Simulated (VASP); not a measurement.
# SrO (Fm-3m) in VASP: single point with revPBE+D3(BJ)

Aim: the single point of SrO with revPBE+D3(BJ).

Program: VASP 6.6.1. These are calculated values, not measurements. Logs are shortened: lines on timing, memory, paths and dates and some standing lists are left out, and cuts for length are marked.

**1. The cell of the first run**

The structure is cubic, space group Fm-3m (No. 225). Conventional cell: a = 5.133 Å, b = 5.133 Å, c = 5.133 Å, α = 90.00°, β = 90.00°, γ = 90.00°. Sr (site symmetry m-3m) has 6 O at 2.57 Å within 3.4 Å. O (site symmetry m-3m) has 6 Sr at 2.57 Å within 3.4 Å.

**2. Single point, revPBE+D3(BJ)**

INCAR

```
PREC     = Accurate       # precision mode
ENCUT    = 600            # plane-wave cutoff, eV
EDIFF    = 1E-6           # SCF threshold, eV
ISMEAR   = 0              # smearing method
SIGMA    = 0.01           # smearing width, eV
LREAL    = F              # projectors in reciprocal space
LASPH    = T              # aspherical terms in the spheres
NELM     = 120            # most SCF steps
ALGO     = Normal         # electronic algorithm
ISIF     = 2              # what is computed and relaxed
LWAVE    = F              # write WAVECAR
LCHARG   = F              # write CHGCAR
GGA      = RE             # functional
IVDW     = 12             # dispersion correction
NBANDS   = 15             # bands
GGA_COMPAT= F
```

KPOINTS

```
Automatic mesh
0
Gamma
  5 5 5
```

POSCAR

```
SrO
1.0
    0.0000000000      2.5663000000      2.5663000000
    2.5663000000      0.0000000000      2.5663000000
    2.5663000000      2.5663000000      0.0000000000
Sr O
1 1
Direct
    0.5000000000      0.5000000000      0.5000000000
    0.0000000000      0.0000000000      0.0000000000
```

Potentials or basis: VASP PAW PBE potentials, release 64 (Sr_sv, O).

Run with:

```
$ cat potpaw_PBE.64/Sr_sv/POTCAR potpaw_PBE.64/O/POTCAR > POTCAR
$ mpirun -np 1 vasp_std > vasp.out
```

OUTCAR:

```text
PREC = Accurate
   ENCUT = 600
   EDIFF = 1E-6
   ISMEAR = 0
   LREAL = F
   LASPH = T
   NELM = 120
   ISIF = 2
   GGA = RE
   IVDW = 12
 IVDW          = 12

 ion  position               nearest neighbor table
   1  0.500  0.500  0.500-   2 2.57   2 2.57   2 2.57   2 2.57   2 2.57   2 2.57
   2  0.000  0.000  0.000-   1 2.57   1 2.57   1 2.57   1 2.57   1 2.57   1 2.57

  LATTYP: Found a face centered cubic cell.
 ALAT       =     5.1326000000

  Lattice vectors:

 A1 = (   0.0000000000,   2.5663000000,   2.5663000000)
 A2 = (   2.5663000000,   0.0000000000,   2.5663000000)
 A3 = (   2.5663000000,   2.5663000000,   0.0000000000)

Analysis of symmetry for initial positions (statically):
=====================================================================
 Subroutine PRICEL returns:
 Original cell was already a primitive cell.

 Routine SETGRP: Setting up the symmetry group for a
 face centered cubic supercell.

 Subroutine GETGRP returns: Found 48 space group operations
 (whereof 48 operations were pure point group operations)
 out of a pool of 48 trial point group operations.

The static configuration has the point symmetry O_h .

Analysis of symmetry for dynamics (positions and initial velocities):
=====================================================================
 Subroutine PRICEL returns:
 Original cell was already a primitive cell.

 Routine SETGRP: Setting up the symmetry group for a
 face centered cubic supercell.

 Subroutine GETGRP returns: Found 48 space group operations
 (whereof 48 operations were pure point group operations)
 out of a pool of 48 trial point group operations.

The dynamic configuration has the point symmetry O_h .

 Subroutine INISYM returns: Found 48 space group operations
 (whereof 48 operations are pure point group operations),
 and found     1 'primitive' translations

----------------------------------------------------------------------------------------

                                     Primitive cell

  volume of cell :      33.8028

  direct lattice vectors                    reciprocal lattice vectors
     0.000000000  2.566300000  2.566300000    -0.194833028  0.194833028  0.194833028
     2.566300000  0.000000000  2.566300000     0.194833028 -0.194833028  0.194833028
     2.566300000  2.566300000  0.000000000     0.194833028  0.194833028 -0.194833028

  length of vectors
     3.629296265  3.629296265  3.629296265     0.337460704  0.337460704  0.337460704

  position of ions in fractional coordinates (direct lattice)
     0.500000000  0.500000000  0.500000000
     0.000000000  0.000000000  0.000000000

  ion indices of the primitive-cell ions
   primitive index   ion index
                 1           1
                 2           2

----------------------------------------------------------------------------------------

 KPOINTS: Automatic mesh

Automatic generation of k-mesh.
 Grid dimensions read from file:
 generate k-points for:    5    5    5

 Generating k-lattice:

  Cartesian coordinates                     Fractional coordinates (reciprocal lattice)
    -0.038966606  0.038966606  0.038966606     0.200000000  0.000000000  0.000000000
     0.038966606 -0.038966606  0.038966606     0.000000000  0.200000000  0.000000000
     0.038966606  0.038966606 -0.038966606     0.000000000  0.000000000  0.200000000

  Length of vectors
     0.067492141  0.067492141  0.067492141

  Shift w.r.t. Gamma in fractional coordinates (k-lattice)
     0.000000000  0.000000000  0.000000000

 Subroutine IBZKPT returns following result:
 ===========================================

 Found     10 irreducible k-points:

 Following reciprocal coordinates:
            Coordinates               Weight
  0.000000  0.000000  0.000000      1.000000
  0.200000  0.000000  0.000000      8.000000
  0.400000  0.000000  0.000000      8.000000
  0.200000  0.200000  0.000000      6.000000
  0.400000  0.200000  0.000000     24.000000
 -0.400000  0.200000  0.000000     24.000000
 -0.200000  0.200000  0.000000     12.000000
  0.400000  0.400000  0.000000      6.000000
 -0.400000  0.400000  0.000000     12.000000
 -0.400000  0.400000  0.200000     24.000000
   k-points           NKPTS =     10   k-points in BZ     NKDIM =     10   number of bands    NBANDS=     15
   number of dos      NEDOS =    301   number of ions     NIONS =      2
   total plane-waves  NPLWV =  27000
   dimension x,y,z NGX =    30 NGY =   30 NGZ =   30
   dimension x,y,z NGXF=    60 NGYF=   60 NGZF=   60
   ions per type =               1   1
   NGX,Y,Z   is equivalent  to a cutoff of  13.74, 13.74, 13.74 a.u.
   NGXF,Y,Z  is equivalent  to a cutoff of  27.48, 27.48, 27.48 a.u.
 SYSTEM =  unknown system
   PREC   = accura    normal or accurate (medium, high low for compatibility)
   ISTART =      0    job   : 0-new  1-cont  2-samecut
   ICHARG =      2    charge: 1-file 2-atom 10-const
   ISPIN  =      1    spin polarized calculation?
   LNONCOLLINEAR =      F non collinear calculations
   LSORBIT =      F    spin-orbit coupling
   LASPH  =      T    aspherical Exc in radial PAW
   ENCUT  =  600.0 eV  44.10 Ry    6.64 a.u.   7.25  7.25  7.25*2*pi/ulx,y,z
   NELM   =    120;   NELMIN=  2; NELMDL= -5     # of ELM steps
   EDIFF  = 0.1E-05   stopping-criterion for ELM
   LREAL  =      F    real-space projection
   EDIFFG = 0.1E-04   stopping-criterion for IOM
   NSW    =      0    number of steps for IOM
   IBRION =     -1    ionic relax: 0-MD 1-quasi-New 2-CG
   NFREE  =      0    steps in history (QN), initial steepest desc. (CG)
   ISIF   =      2    stress and relaxation
   ISYM   =      2    0-nonsym 1-usesym 2-fastsym
   POTIM  = 0.5000    time-step for ionic-motion
   TEBEG  =    0.0;   TEEND  =   0.0 temperature during run
   PSTRESS=    0.0 pullay stress
   NELECT =      16.0000    total number of electrons
   NUPDOWN=      -1.0000    fix difference up-down
   EMIN   =  10.00;   EMAX   =-10.00  energy-range for DOS
   EFERMI =   0.00;   METHOD = LEGACY
   ISMEAR =     0;   SIGMA  =   0.01  broadening in eV -4-tet -1-fermi 0-gaus
   EFERMI_NEDOS =   21; number of points for ismear=-14 and -15
   IALGO  =     38    algorithm
   IMIX   =      4    mixing-type and parameters
     AMIX     =   0.40;   BMIX     =  1.00
     AMIX_MAG =   1.60;   BMIX_MAG =  1.00
  volume/ion in A,a.u.               =      16.90       114.06
  Fermi-wavevector in a.u.,A,eV,Ry     =   1.275843  2.410995 22.147245  1.627777
  Thomas-Fermi vector in A             =   2.408533
   LORBIT       =      0    0 simple, 1 ext, 2 COOP (PROOUT), +10 PAW based schemes
   GGA     = RE    functional components
   LHFCALC =     F    Hartree Fock is set to
   AEXX    =    0.0000 exact exchange contribution
   IVDW    =    12    specifies the selected vdW correction
   LEPSILON=     F    determine dielectric tensor
   LRPA    =     F    only Hartree local field effects (RPA)
 non-spin polarized calculation
 Gauss-broadening in eV      SIGMA  =   0.01
  energy-cutoff  :      600.00
  volume of cell :       33.80
 maximum number of plane-waves:      1143
 NGX is ok and might be reduce to    30
   NGX = 15   NGY = 15   NGZ = 15

 number of electron      15.9999997 magnetization

 Free energy of the ion-electron system (eV)
  ---------------------------------------------------
  ext. energy  EPLUGINS =         0.00000000
  ---------------------------------------------------
  free energy    TOTEN  =       -11.42153274 eV

  energy without entropy =      -11.42153274  energy(sigma->0) =      -11.42153274

 E-fermi :   1.9308     XC(G=0):  -9.8661

 val. band max:        1.8217775093   @ k =   0.0000   0.0000   0.0000
 cond. band min:       5.3570102370   @ k =   0.4000   0.4000   0.0000
 fundamental gap:      3.5352327277
 Fermi energy:         1.9307902569

 k-point     1 :       0.0000    0.0000    0.0000
  band No.  band energies     occupation
      1     -30.6207      2.00000
      2     -13.3452      2.00000
      3     -12.2598      2.00000
      4     -12.2598      2.00000
      5     -12.2598      2.00000
      6       1.8218      2.00000
      7       1.8218      2.00000
      8       1.8218      2.00000
      9       5.9770      0.00000
     10       8.0912      0.00000
     11       8.0912      0.00000
     12       8.0912      0.00000
     13      10.2267      0.00000
     14      10.2267      0.00000
     15      14.7248      0.00000

 k-point     2 :       0.2000    0.0000    0.0000
  band No.  band energies     occupation
      1     -30.5730      2.00000
      2     -14.0601      2.00000
      3     -12.2881      2.00000
      4     -12.2881      2.00000
      5     -11.6611      2.00000
      6       0.8925      2.00000
      7       1.3754      2.00000
      8       1.3754      2.00000
      9       7.5157      0.00000
     10       7.9032      0.00000
     11       8.8442      0.00000
     12       8.8442      0.00000
     13      11.2021      0.00000
     14      11.2021      0.00000
     15      16.9190      0.00000

 k-point     3 :       0.4000    0.0000    0.0000
  band No.  band energies     occupation
      1     -30.4944      2.00000
      2     -14.7657      2.00000
      3     -12.3329      2.00000
      4     -12.3329      2.00000
      5     -11.1443      2.00000
      6      -0.1674      2.00000
      7       0.7717      2.00000
      8       0.7717      2.00000
      9       8.3018      0.00000
     10       9.9758      0.00000
     11      10.3964      0.00000
     12      10.3964      0.00000
     13      13.1723      0.00000
     14      13.1723      0.00000
     15      17.2328      0.00000
[... 91 lines left out ...]
 k-point     9 :      -0.4000    0.4000    0.0000
  band No.  band energies     occupation
      1     -30.4409      2.00000
      2     -13.9233      2.00000
      3     -13.1088      2.00000
      4     -12.5579      2.00000
      5     -12.0307      2.00000
      6       1.1192      2.00000
      7       1.3692      2.00000
      8       1.3912      2.00000
      9       6.1925      0.00000
     10      10.3202      0.00000
     11      10.3764      0.00000
     12      12.3208      0.00000
     13      12.6011      0.00000
     14      15.0278      0.00000
     15      15.3207      0.00000

 k-point    10 :      -0.4000    0.4000    0.2000
  band No.  band energies     occupation
      1     -30.4498      2.00000
      2     -14.2151      2.00000
      3     -12.7951      2.00000
      4     -12.7246      2.00000
      5     -11.6649      2.00000
      6       0.6506      2.00000
      7       1.1197      2.00000
      8       1.4294      2.00000
      9       7.2034      0.00000
     10       8.9509      0.00000
     11      10.6002      0.00000
     12      12.2113      0.00000
     13      12.9889      0.00000
     14      14.8870      0.00000
     15      15.8112      0.00000

------------------------ aborting loop because EDIFF is reached ----------------------------------------

 Edisp (eV)   -0.88797

 E8    (eV) :    -0.6441

  FORCE on cell =-STRESS in cart. coord.  units (eV):
  Direction    XX          YY          ZZ          XY          YZ          ZX
  --------------------------------------------------------------------------------------
  -------------------------------------------------------------------------------------
  Total       0.35651     0.35651     0.35651     0.00000    -0.00000     0.00000
  in kB      16.89793    16.89793    16.89793     0.00000    -0.00000     0.00000
  external pressure =       16.90 kB  Pullay stress =        0.00 kB

 VOLUME and BASIS-vectors are now :
 -----------------------------------------------------------------------------
  energy-cutoff  :      600.00
  volume of cell :       33.80
      direct lattice vectors                 reciprocal lattice vectors
     0.000000000  2.566300000  2.566300000    -0.194833028  0.194833028  0.194833028
     2.566300000  0.000000000  2.566300000     0.194833028 -0.194833028  0.194833028
     2.566300000  2.566300000  0.000000000     0.194833028  0.194833028 -0.194833028

 POSITION                                       TOTAL-FORCE (eV/Angst)
 -----------------------------------------------------------------------------------
      2.56630      2.56630      2.56630         0.000000      0.000000      0.000000
      0.00000      0.00000      0.00000         0.000000     -0.000000     -0.000000
 -----------------------------------------------------------------------------------
    total drift:                               -0.000000      0.000000      0.000000

  FREE ENERGIE OF THE ION-ELECTRON SYSTEM (eV)
  ---------------------------------------------------
  free  energy   TOTEN  =       -12.3095053009 eV

  energy  without entropy=      -12.3095053009  energy(sigma->0) =      -12.30950530
```

Wall time 4.9 s (1 thread of Intel Xeon 6975P-C (Granite Rapids), shared host); peak memory 0.17 GiB.

Results:

- Free energy: -12.3095 eV
- Pressure: 1.7 GPa
- Band gap on the k mesh: 3.54 eV, indirect (least direct gap 3.64 eV)
- Dispersion energy per atom: -0.444 eV

Caveat: the k points lie up to 0.42 Å⁻¹ apart; three body term missing; the PAW data sets were made with another functional, which shifts forces and pressure a little. A hybrid or GW would open this gap; revPBE tends to underestimate it.
